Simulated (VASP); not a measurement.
# Al2Au (P1) in VASP: single point with PBE

Aim: the single point of Al2Au with PBE.

Program: VASP 6.6.1. These are calculated values, not measurements. Logs are shortened: lines on timing, memory, paths and dates and some standing lists are left out, and cuts for length are marked.

## 1. The cell of the first run

The typed cell holds 3 atoms: a = 4.243 Å, b = 4.243 Å, c = 4.243 Å, α = 60.00°, β = 60.00°, γ = 60.00°.

## 2. Single point, PBE (one atom moved)

Input file INCAR:

```
SYSTEM = Al2Au
ALGO     = Fast           ! electronic algorithm
EDIFF    = 1E-7           ! SCF threshold, eV
ENCUT    = 520            ! plane-wave cutoff, eV
GGA      = PE             ! functional
ISIF     = 2              ! what is computed and relaxed
ISMEAR   = 0              ! smearing method
LASPH    = .True.         ! aspherical terms in the spheres
LCHARG   = .True.         ! write CHGCAR
LELF     = .True.         ! ELF
LREAL    = .False.        ! projectors in reciprocal space
LVHAR    = .True.       
LWAVE    = .False.        ! write WAVECAR
NBANDS   = 16             ! bands
NELM     = 100            ! most SCF steps
PREC     = Accurate       ! precision mode
SIGMA    = 0.1            ! smearing width, eV
```

Input file KPOINTS:

```
k-points
0
Gamma
  10 10 10
  0 0 0
```

Input file POSCAR:

```
Al2Au
1.0
    0.0000000000      3.0000000000      3.0000000000
    3.0000000000      0.0000000000      3.0000000000
    3.0000000000      3.0000000000      0.0000000000
Al Au
2 1
Direct
    0.2500000000      0.2500000000      0.2500000000
    0.6876066667      0.7672100000      0.7870033333
    0.0000000000      0.0000000000      0.0000000000
```

Potentials or basis: VASP PAW PBE potentials, release 64 (Al, Au).

Started as:

```
> cat potpaw_PBE.64/Al/POTCAR potpaw_PBE.64/Au/POTCAR > POTCAR
> mpirun -np 1 vasp_std > vasp.out
```

OUTCAR:

```text
SYSTEM = Al2Au
   EDIFF = 1E-7
   ENCUT = 520
   GGA = PE
   ISIF = 2
   ISMEAR = 0
   LASPH = .True.
   LREAL = .False.
   NELM = 100
   PREC = Accurate

 ion  position               nearest neighbor table
   1  0.250  0.250  0.250-   3 2.60   3 2.60   3 2.60   3 2.60   2 2.84   2 2.87   2 2.93   2 3.08
                             2 3.14   2 3.17
   2  0.688  0.767  0.787-   3 2.38   3 2.64   3 2.67   3 2.73   1 2.84   1 2.87   1 2.93   1 3.08
                             1 3.14   1 3.17
   3  0.000  0.000  0.000-   2 2.38   1 2.60   1 2.60   1 2.60   1 2.60   2 2.64   2 2.67   2 2.73

  LATTYP: Found a face centered cubic cell.
 ALAT       =     6.0000000000

  Lattice vectors:

 A1 = (   0.0000000000,   3.0000000000,   3.0000000000)
 A2 = (   3.0000000000,   0.0000000000,   3.0000000000)
 A3 = (   3.0000000000,   3.0000000000,   0.0000000000)

Analysis of symmetry for initial positions (statically):
=====================================================================
 Subroutine PRICEL returns:
 Original cell was already a primitive cell.

 Routine SETGRP: Setting up the symmetry group for a
 face centered cubic supercell.

 Subroutine GETGRP returns: Found  1 space group operations
 (whereof  1 operations were pure point group operations)
 out of a pool of 48 trial point group operations.

The static configuration has the point symmetry C_1 .

Analysis of symmetry for dynamics (positions and initial velocities):
=====================================================================
 Subroutine PRICEL returns:
 Original cell was already a primitive cell.

 Routine SETGRP: Setting up the symmetry group for a
 face centered cubic supercell.

 Subroutine GETGRP returns: Found  1 space group operations
 (whereof  1 operations were pure point group operations)
 out of a pool of 48 trial point group operations.

The dynamic configuration has the point symmetry C_1 .

 Subroutine INISYM returns: Found  1 space group operations
 (whereof  1 operations are pure point group operations),
 and found     1 'primitive' translations

----------------------------------------------------------------------------------------

                                     Primitive cell

  volume of cell :      54.0000

  direct lattice vectors                    reciprocal lattice vectors
     0.000000000  3.000000000  3.000000000    -0.166666667  0.166666667  0.166666667
[... 89 lines left out ...]
   LREAL  =      F    real-space projection
   EDIFFG = 0.1E-05   stopping-criterion for IOM
   NSW    =      0    number of steps for IOM
   IBRION =     -1    ionic relax: 0-MD 1-quasi-New 2-CG
   NFREE  =      0    steps in history (QN), initial steepest desc. (CG)
   ISIF   =      2    stress and relaxation
   ISYM   =      2    0-nonsym 1-usesym 2-fastsym
   POTIM  = 0.5000    time-step for ionic-motion
   TEBEG  =    0.0;   TEEND  =   0.0 temperature during run
   PSTRESS=    0.0 pullay stress
   NELECT =      17.0000    total number of electrons
   NUPDOWN=      -1.0000    fix difference up-down
   EMIN   =  10.00;   EMAX   =-10.00  energy-range for DOS
   EFERMI =   0.00;   METHOD = LEGACY
   ISMEAR =     0;   SIGMA  =   0.10  broadening in eV -4-tet -1-fermi 0-gaus
   EFERMI_NEDOS =   21; number of points for ismear=-14 and -15
   IALGO  =     68    algorithm
   IMIX   =      4    mixing-type and parameters
     AMIX     =   0.40;   BMIX     =  1.00
     AMIX_MAG =   1.60;   BMIX_MAG =  1.00
  volume/ion in A,a.u.               =      18.00       121.47
  Fermi-wavevector in a.u.,A,eV,Ry     =   1.113679  2.104547 16.875035  1.240280
  Thomas-Fermi vector in A             =   2.250266
   LORBIT       =      0    0 simple, 1 ext, 2 COOP (PROOUT), +10 PAW based schemes
   GGA     = PE    functional components
   LHFCALC =     F    Hartree Fock is set to
   AEXX    =    0.0000 exact exchange contribution
   IVDW    =     0    specifies the selected vdW correction
   LEPSILON=     F    determine dielectric tensor
   LRPA    =     F    only Hartree local field effects (RPA)
 non-spin polarized calculation
 RMM-DIIS sequential band-by-band and
 Gauss-broadening in eV      SIGMA  =   0.10
  energy-cutoff  :      520.00
  volume of cell :       54.00
 maximum number of plane-waves:      1470
   NGX = 15   NGY = 15   NGZ = 15

 number of electron      17.0000001 magnetization

 Free energy of the ion-electron system (eV)
  ---------------------------------------------------
  ext. energy  EPLUGINS =         0.00000000
  ---------------------------------------------------
  free energy    TOTEN  =       -11.83702199 eV

  energy without entropy =      -11.83308468  energy(sigma->0) =      -11.83505334

 E-fermi :   7.7657     XC(G=0): -10.5193

 val. band max:        7.7585994132   @ k =  -0.2000   0.0000   0.1000
 cond. band min:       7.7690840227   @ k =  -0.2000  -0.3000  -0.2000
 fundamental gap:      0.0104846095
 Fermi energy:         7.7656790036

 k-point     1 :       0.0000    0.0000    0.0000
  band No.  band energies     occupation
      1      -2.7865      2.00000
      2       1.0438      2.00000
      3       1.1831      2.00000
      4       1.2540      2.00000
      5       2.1228      2.00000
      6       2.1438      2.00000
[... 433 lines left out ...]
      3       1.2305      2.00000
      4       1.2513      2.00000
      5       2.0749      2.00000
      6       2.1705      2.00000
[... 8 lines left out ...]
     15      13.6575      0.00000
     16      14.0522      0.00000

 [... further k-points ...]

------------------------ aborting loop because EDIFF is reached ----------------------------------------

  FORCE on cell =-STRESS in cart. coord.  units (eV):
  Direction    XX          YY          ZZ          XY          YZ          ZX
  --------------------------------------------------------------------------------------
  -------------------------------------------------------------------------------------
  Total        1.6998901      1.5939817      1.6525265     -1.1854532      1.3541803     -0.8779670
  in kB       50.4356563     47.2933590     49.0303796    -35.1723379     40.1784640    -26.0492362
  external PRESSURE =      48.9197983 kB  Pullay stress =       0.0000000 kB

 VOLUME and BASIS-vectors are now :
 -----------------------------------------------------------------------------
  energy-cutoff  :      520.00
  volume of cell :       54.00
      direct lattice vectors                 reciprocal lattice vectors
     0.000000000  3.000000000  3.000000000    -0.166666667  0.166666667  0.166666667
     3.000000000  0.000000000  3.000000000     0.166666667 -0.166666667  0.166666667
     3.000000000  3.000000000  0.000000000     0.166666667  0.166666667 -0.166666667

 POSITION                                       TOTAL-FORCE (eV/Angst)
 -----------------------------------------------------------------------------------
      1.50000      1.50000      1.50000         0.236650     -0.109250     -0.190804
      4.66264      4.42383      4.36445        -1.137943      0.824309      1.017247
      0.00000      0.00000      0.00000         0.901293     -0.715059     -0.826442
 -----------------------------------------------------------------------------------
    total drift:                                0.000087     -0.000059     -0.000077

  FREE ENERGIE OF THE ION-ELECTRON SYSTEM (eV)
  ---------------------------------------------------
  free  energy   TOTEN  =       -11.8370219860 eV

  energy  without entropy=      -11.8330846845  energy(sigma->0) =      -11.83505334
```

OSZICAR:

```text
N       E                     dE             d eps       ncg     rms          rms(c)
DAV:   1     0.564705293091E+02    0.56471E+02   -0.69256E+03 16456   0.881E+02
DAV:   2    -0.116951975764E+02   -0.68166E+02   -0.61965E+02 20408   0.171E+02
DAV:   3    -0.131121120528E+02   -0.14169E+01   -0.14119E+01 20216   0.237E+01
DAV:   4    -0.131234776822E+02   -0.11366E-01   -0.11365E-01 19880   0.246E+00
DAV:   5    -0.131236885134E+02   -0.21083E-03   -0.21083E-03 20928   0.346E-01    0.916E+00
RMM:   6    -0.119397623647E+02    0.11839E+01   -0.42762E+00 16138   0.129E+01    0.356E+00
RMM:   7    -0.118635192799E+02    0.76243E-01   -0.15629E-01 16722   0.267E+00    0.199E+00
RMM:   8    -0.118376041650E+02    0.25915E-01   -0.37564E-02 16989   0.136E+00    0.288E-01
RMM:   9    -0.118369531828E+02    0.65098E-03   -0.11599E-02 17802   0.719E-01    0.252E-01
RMM:  10    -0.118370008663E+02   -0.47684E-04   -0.20003E-03 17748   0.301E-01    0.831E-02
RMM:  11    -0.118370165747E+02   -0.15708E-04   -0.46547E-04 18255   0.136E-01    0.462E-02
RMM:  12    -0.118370183348E+02   -0.17601E-05   -0.13015E-04 17962   0.727E-02    0.700E-03
RMM:  13    -0.118370223082E+02   -0.39735E-05   -0.37632E-05 19154   0.359E-02    0.142E-02
RMM:  14    -0.118370226240E+02   -0.31584E-06   -0.70599E-06 18647   0.153E-02    0.107E-02
RMM:  15    -0.118370222904E+02    0.33365E-06   -0.19663E-06 16779   0.821E-03    0.656E-03
RMM:  16    -0.118370220417E+02    0.24868E-06   -0.73813E-07 16713   0.532E-03    0.201E-03
RMM:  17    -0.118370219860E+02    0.55734E-07   -0.12449E-07 10622   0.219E-03
   1 F= -.11837022E+02 E0= -.11835053E+02  d E =-.393730E-02
```

It took 9.5 min on 1 thread of Intel Xeon 8259CL, shared host; peak memory 0.52 GiB.

What came out:

* Free energy: -11.8370 eV
* Pressure: 4.9 GPa
* Largest force: 1.735 eV/Å
* Band gap on the k mesh: zero (an odd number of electrons rules out a gap without spin polarisation)

Forces in eV/Å, atoms in the order of the input:
```
Al   0.237 -0.109 -0.191
Al  -1.138  0.824  1.017
Au   0.901 -0.715 -0.826
```

Caveat: the cell differs from its parent crystal (one atom moved); the cell stands under pressure; spin-orbit coupling is left out, which moves the levels of the heavy elements; forces of over 1 eV/Å act on the atoms, so gaps and moduli don't describe the material at rest.
